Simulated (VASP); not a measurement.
Wanted: the native input for a VASP 6.6.1 run.

| Property | Result |
| --- | --- |
| Task | single point |
| Functional | RPBE |
| Potentials or basis | VASP PAW PBE potentials, release 64 (P, B) |
| Cutoff | 520 eV |
| k mesh | 10 × 10 × 10 |
| Occupations | fermi-dirac, width 0.05 eV |
| Spin | no spin polarisation |
| Dipole correction | no |
| Further INCAR settings | ALGO = Normal; EDIFF = 1e-06; NBANDS = 11 |

The structure of BP lies in POSCAR:

```
BP
1.0
    0.0000000000      2.2383340787      2.2383340787
    2.2383340787      0.0000000000      2.2383340787
    2.2383340787      2.2383340787      0.0000000000
P B
1 1
Direct
    0.7500000000      0.7500000000      0.7500000000
    0.0000000000      0.0000000000      0.0000000000
```

The input as run:

INCAR

```
SYSTEM = BP
PREC = Accurate
ENCUT = 520
EDIFF = 1E-6
ISMEAR = -1
SIGMA = 0.05
LREAL = .False.
LASPH = .True.
NELM = 100
ALGO = Normal
ISIF = 2
LWAVE = .False.
LCHARG = .False.
GGA = RP
NBANDS = 11
```

KPOINTS

```
Automatic mesh
0
Gamma
  10 10 10
  0 0 0
```

Potentials or basis: VASP PAW PBE potentials, release 64 (P, B).

The run is started by

```sh
$ cat potpaw_PBE.64/P/POTCAR potpaw_PBE.64/B/POTCAR > POTCAR
$ mpirun -np 1 vasp_std > vasp.out
```

It gave:

```json
{
 "Pressure": "10.9 GPa",
 "Band gap on the k mesh": "1.19 eV (least direct gap 3.46 eV)"
}
```

Caveat: the cell stands under pressure; the PAW data sets were made with another functional, which shifts forces and pressure a little.

Run time: 12 s on 1 thread of AMD EPYC 7R43 64-Core Processor (Zen 3) (shared host), peak memory 0.1 GiB.
